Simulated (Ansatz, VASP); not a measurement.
Sc in VASP and in Ansatz

```
CELL_PARAMETERS angstrom
0.00000 2.30917 2.30917
2.30917 0.00000 2.30917
2.30917 2.30917 0.00000
ATOMIC_POSITIONS crystal
Sc 0.00000 0.00000 0.00000
```

Alike in both runs: functional PBE; k mesh 16 × 16 × 16; occupations gaussian, width 0.1 eV; no spin polarisation.

Ansatz relaxed the structure, and its values are those at the end. VASP's run is a single point on that final structure, the one shown.

|  | VASP | Ansatz |
| --- | --- | --- |
| version | VASP 6.6.1 | Ansatz 0.2.0 |
| potentials or method | VASP PAW PBE potentials, release 64 (Sc_sv), cutoff 520 eV | scalar-relativistic, plane waves, PAW |
| valence electrons in the cell | 11 | 11 |

VASP gave:

```
gap on the k mesh at the Fermi level (eV) : none
pressure (GPa)                            : 0.1
```

Task: What did Ansatz give for the same quantities?

Result: gap on the k mesh at the Fermi level (eV): none; pressure (GPa): 0.0.

A gap of «none» marks a metal or a gap that the smearing closes.
